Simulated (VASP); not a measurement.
Set up this calculation in VASP 6.6.1, as the native input.

* Task: single point
* Functional: r2SCAN
* Potentials or basis: VASP PAW PBE potentials, release 64 (B, Ce, Cd)
* Cutoff: 520 eV
* k mesh: 5 × 5 × 5
* Occupations: fermi-dirac, width 0.1 eV
* Spin: no spin polarisation
* Dipole correction: no
* Further INCAR settings: ALGO = Normal; EDIFF = 1e-06; NBANDS = 40

CeCdB2:

```
B Ce Cd
1.0
     4.10380    0.00000    0.00000
     2.05190   -7.95361    0.00000
     0.00000    0.00000   -3.67340
B Ce Cd
4 2 2
Cartesian
  2.0519 -0.5220 -2.7550
  4.1038 -7.4316 -0.9183
  2.0519 -2.2483 -2.7550
  4.1038 -5.7053 -0.9183
  2.0519 -6.5730 -2.7550
  4.1038 -1.3806 -0.9183
  4.1038 -4.0629 -2.7550
  2.0519 -3.8907 -0.9183
```

These files were run (other wordings do the same):

POSCAR

```
CeCdB2
1.0
    4.1037997738      0.0000001204      0.0000000000
    2.0519001202     -7.9536117756      0.0000000000
    0.0000000000      0.0000000000     -3.6733993851
B Ce Cd
4 2 2
Direct
    0.4671861507      0.0656276986      0.7500000000
    0.5328138493      0.9343723014      0.2500000000
    0.3586586157      0.2826827686      0.7500000000
    0.6413413843      0.7173172314      0.2500000000
    0.0867903718      0.8264192565      0.7500000000
    0.9132096282      0.1735807435      0.2500000000
    0.7445896316      0.5108207369      0.7500000000
    0.2554103684      0.4891792631      0.2500000000
```

INCAR.step1

```
SYSTEM = CeCdB2
PREC = Accurate
ENCUT = 520
ISMEAR = -1
SIGMA = 0.1
LREAL = .FALSE.
LASPH = .TRUE.
NELM = 100
NBANDS = 40
GGA = PE
ALGO = Normal
EDIFF = 1E-4
LWAVE = .TRUE.
LCHARG = .FALSE.
```

INCAR.step2

```
SYSTEM = CeCdB2
PREC = Accurate
ENCUT = 520
EDIFF = 1E-6
ISMEAR = -1
SIGMA = 0.1
LREAL = .FALSE.
LASPH = .TRUE.
NELM = 100
ALGO = Normal
ISIF = 2
LWAVE = .FALSE.
LCHARG = .TRUE.
METAGGA = R2SCAN
LMIXTAU = .TRUE.
LELF = .TRUE.
LVHAR = .TRUE.
NBANDS = 40
ISTART = 1
```

KPOINTS

```
Automatic mesh
0
G
  5 5 5
  0 0 0
```

Potentials or basis: VASP PAW PBE potentials, release 64 (B, Ce, Cd).

Run with:

```console
$ cat potpaw_PBE.64/B/POTCAR potpaw_PBE.64/Ce/POTCAR potpaw_PBE.64/Cd/POTCAR > POTCAR
$ cp INCAR.step1 INCAR
$ mpirun -np 1 vasp_std > vasp.out
$ cp INCAR.step2 INCAR
$ mpirun -np 1 vasp_std > vasp.out
```

Results of the run:

The pressure is 0.3 GPa and the largest force is 0.028 eV/Å. The band gap on the k mesh is zero (bands 30 and 31 overlap by 0.31 eV).

Caveat: the PAW data sets were made with another functional, which shifts forces and pressure a little; spin-orbit coupling is left out, which moves the levels of the heavy elements; semilocal functionals describe open f shells poorly, which spoils levels, moments and volumes.

Wall time 5.7 min on 1 thread of Intel(R) Xeon(R) Platinum 8488C (Sapphire Rapids) (shared host), peak memory 0.33 GiB.
